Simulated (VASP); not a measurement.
Set up this calculation in VASP 6.6.1, as the native input.

* Task: single point
* Functional: r2SCAN
* Potentials or basis: VASP PAW PBE potentials, release 64 (Sn_d, Te)
* Cutoff: 520 eV
* k mesh: 6 × 6 × 4
* Occupations: gaussian, width 0.01 eV
* Spin: no spin polarisation
* Dipole correction: no
* Further INCAR settings: ALGO = Normal; EDIFF = 1e-07; NBANDS = 28

Crystal: SnTe.

```xyz
4
Lattice="5.2866 0.0000 0.0000 -2.6433 4.5783 0.0000 0.0000 0.0000 6.3554" Properties=species:S:1:pos:R:3 pbc="T T T"
Sn    0.0000    3.0522   -0.2922
Sn    2.6433    1.5261    2.8855
Te    0.0000    3.0522    2.6755
Te    2.6433    1.5261    5.8532
```

The input as run:

POSCAR

```
SnTe
1.0
    5.2865864335      0.0000000001      0.0000000000
   -2.6432932168      4.5783181507      0.0000000000
    0.0000000000      0.0000000000      6.3553628298
Sn Te
2 2
Direct
    0.3333333333      0.6666666667     -0.0459806339
    0.6666666667      0.3333333333      0.4540193661
    0.3333333333      0.6666666667      0.4209806339
    0.6666666667      0.3333333333      0.9209806339
```

INCAR.step1

```
ALGO     = Normal         # electronic algorithm
EDIFF    = 1E-4           # SCF threshold, eV
ENCUT    = 520            # plane-wave cutoff, eV
GGA      = PE             # functional
ISMEAR   = 0              # smearing method
LASPH    = T              # aspherical terms in the spheres
LCHARG   = F              # write CHGCAR
LREAL    = F              # projectors in reciprocal space
LWAVE    = T              # write WAVECAR
NBANDS   = 28             # bands
NELM     = 100            # most SCF steps
PREC     = Accurate       # precision mode
SIGMA    = 0.01           # smearing width, eV
```

INCAR.step2

```
ALGO     = Normal         # electronic algorithm
EDIFF    = 1E-7           # SCF threshold, eV
ENCUT    = 520            # plane-wave cutoff, eV
ISIF     = 2              # what is computed and relaxed
ISMEAR   = 0              # smearing method
ISTART   = 1            
LASPH    = T              # aspherical terms in the spheres
LCHARG   = F              # write CHGCAR
LMIXTAU  = T            
LREAL    = F              # projectors in reciprocal space
LWAVE    = F              # write WAVECAR
METAGGA  = R2SCAN         # meta-GGA
NBANDS   = 28             # bands
NELM     = 100            # most SCF steps
PREC     = Accurate       # precision mode
SIGMA    = 0.01           # smearing width, eV
```

KPOINTS

```
k-points
0
Gamma
  6 6 4
```

Potentials or basis: VASP PAW PBE potentials, release 64 (Sn_d, Te).

Run with:

```console
$ cat potpaw_PBE.64/Sn_d/POTCAR potpaw_PBE.64/Te/POTCAR > POTCAR
$ cp INCAR.step1 INCAR
$ mpirun -np 1 vasp_std > vasp.out
$ cp INCAR.step2 INCAR
$ mpirun -np 1 vasp_std > vasp.out
```

It gave:

```json
{"Pressure": "2.3 GPa", "Largest force": "0.145 eV/Å", "Band gap on the k mesh": "0.41 eV (least direct gap 0.70 eV)"}
```

Caveat: the PAW data sets were made with another functional, which shifts forces and pressure a little; spin-orbit coupling is left out, which moves the levels of the heavy elements.

Run time: 6.5 min on 1 thread of Intel(R) Xeon(R) Platinum 8259CL CPU @ 2.50GHz (Skylake/Cascade Lake) (shared host), peak memory 0.33 GiB.
